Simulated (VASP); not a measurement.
Set up this calculation in VASP 6.6.1, as the native input.

| Quantity | Value |
| --- | --- |
| Task | relaxation of cell and atoms |
| Functional | PBE |
| Potentials or basis | VASP PAW PBE potentials, release 64 (Ga_d, Sb, As) |
| Cutoff | 600 eV |
| k mesh | 12 × 12 × 8 |
| Occupations | gaussian, width 0.1 eV |
| Spin | no spin polarisation |
| Dipole correction | no |
| Further INCAR settings | ALGO = Fast; EDIFF = 1e-07; IBRION = 2; EDIFFG = -0.01; NSW = 100; ISIF = 3 |

The structure of Ga4SbAs lies in POSCAR:

```
Ga4SbAs
1.0
    5.3010547256      0.0000000000      0.0000000000
   -2.6505273628      4.5908480593      0.0000000000
    0.0000000000      0.0000000000      5.6329493106
Ga Sb As
4 1 1
Direct
    0.6666666667      0.3333333333      0.0000000000
    0.5006747327      0.0013494655      0.5000000000
    0.9986505345      0.4993252673      0.5000000000
    0.5006747327      0.4993252673      0.5000000000
    0.3333333333      0.6666666667      0.0000000000
    0.0000000000      0.0000000000      0.0000000000
```

The cell was generated, and may not be a known phase.

One way to write it, as run:

INCAR

```
PREC = Accurate
ENCUT = 600
EDIFF = 1E-7
ISMEAR = 0
SIGMA = 0.1
LREAL = False
LASPH = True
NELM = 100
ALGO = Fast
ISIF = 3
LWAVE = False
LCHARG = False
GGA = PE
IBRION = 2
NSW = 100
EDIFFG = -0.01
```

KPOINTS

```
Automatic mesh
0
Gamma
  12 12 8
```

Potentials or basis: VASP PAW PBE potentials, release 64 (Ga_d, Sb, As).

The run is started by

```console
$ cat potpaw_PBE.64/Ga_d/POTCAR potpaw_PBE.64/Sb/POTCAR potpaw_PBE.64/As/POTCAR > POTCAR
$ mpirun -np 1 vasp_std > vasp.out
```

Results of the run:

| Item | Value |
| --- | --- |
| Relaxed volume | 22.72 Å³/atom |
| Relaxed cell | a = 5.370 Å, b = 5.370 Å, c = 5.457 Å, α = 90.00°, β = 90.00°, γ = 120.00° |
| Space group after relaxing (to 0.1 Å) | P-6m2 (No. 187) |
| Energy gained by relaxing | 3.3 meV/atom |
| Ionic steps | 7 |
| Pressure after relaxing | 0.0 GPa |
| Band gap on the k mesh | zero (bands 31 and 32 overlap by 2.44 eV) |

Caveat: spin-orbit coupling is left out, which moves the levels of the heavy elements.

Wall time 51 min on 1 thread of Oxide Virtual Turin-like Processor, on a shared host, peak memory 0.65 GiB.
